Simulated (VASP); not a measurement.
Crystal: Hf2Pd2Se2Br2O3.

```
CELL_PARAMETERS angstrom
5.76069 0.00496 -0.00286
-0.52750 5.84664 0.03413
-1.48435 -0.92642 6.64586
ATOMIC_POSITIONS crystal
Hf 0.74540 0.39602 0.34989
Hf 0.28763 0.45322 0.59401
Pd 0.90854 0.13294 0.84849
Pd 0.25249 0.90323 0.35874
Se 0.63469 0.40355 0.93716
Se 0.62597 0.78174 0.53023
Br 0.85273 0.99089 0.15355
Br 0.22526 0.82084 0.86223
O 0.96040 0.28925 0.59026
O 0.43233 0.24524 0.40864
O 0.07457 0.58308 0.36682
```

```yaml
Program: VASP 6.6.1
Task: relaxation of cell and atoms
Functional: PBE
Dispersion: D3(BJ)
Potentials_or_basis: VASP PAW PBE potentials, release 64 (Hf_pv, Pd, Se, Br, O)
Cutoff: 600 eV
k_mesh: 3 × 3 × 2
Occupations: fermi-dirac, width 0.05 eV
Spin: no spin polarisation
```

At the start: pressure -3.0 GPa; volume 20.36 Å³/atom.

Q: Where does the relaxation end?

A: Over 19 steps the energy falls by 7.8 meV/atom and the volume is 19.52 Å³/atom (-4.1 %); space group P1 (No. 1, to 0.1 Å) before and after.

The path:
```csv
step,energy change (eV),largest force (eV/Å),pressure (GPa),volume (Å³)
1,0.0000,0.1948,-2.98,224.01
2,0.0123,1.0278,3.36,211.95
3,-0.0585,0.3588,-0.14,218.13
4,-0.0735,0.1553,0.01,216.38
5,-0.0739,0.1696,0.05,216.04
6,-0.0783,0.1174,-0.01,215.71
7,-0.0784,0.1323,-0.01,215.64
8,-0.0819,0.0846,0.02,215.39
9,-0.0830,0.0861,0.04,215.17
10,-0.0842,0.0481,-0.12,215.26
11,-0.0843,0.0544,-0.14,215.28
12,-0.0847,0.0613,0.17,214.70
13,-0.0848,0.0508,0.06,214.89
14,-0.0853,0.0271,0.03,214.86
15,-0.0854,0.0454,0.02,214.84
16,-0.0856,0.0245,-0.03,214.89
17,-0.0857,0.0270,-0.05,214.91
18,-0.0858,0.0257,0.09,214.69
19,-0.0858,0.0155,0.05,214.75
```

Final structure:
```cif
data_structure
_symmetry_space_group_name_H-M 'P 1'
_symmetry_Int_Tables_number 1
_cell_length_a 5.6985
_cell_length_b 5.8007
_cell_length_c 6.7568
_cell_angle_alpha 96.946
_cell_angle_beta 102.642
_cell_angle_gamma 95.200
_cell_volume 214.75
loop_
_atom_site_label
_atom_site_type_symbol
_atom_site_fract_x
_atom_site_fract_y
_atom_site_fract_z
_atom_site_occupancy
Hf1 Hf 0.74495 0.39568 0.34754 1
Hf2 Hf 0.28882 0.45476 0.59550 1
Pd1 Pd 0.90967 0.13005 0.84842 1
Pd2 Pd 0.25144 0.90355 0.35800 1
Se1 Se 0.63307 0.40453 0.93565 1
Se2 Se 0.62970 0.78682 0.53301 1
Br1 Br 0.84510 0.98360 0.15279 1
Br2 Br 0.23139 0.82321 0.86976 1
O1 O 0.96072 0.29043 0.59152 1
O2 O 0.43052 0.24569 0.40410 1
O3 O 0.07463 0.58166 0.36374 1
```

Caveat: the k points lie up to 0.48 Å⁻¹ apart in the final cell.
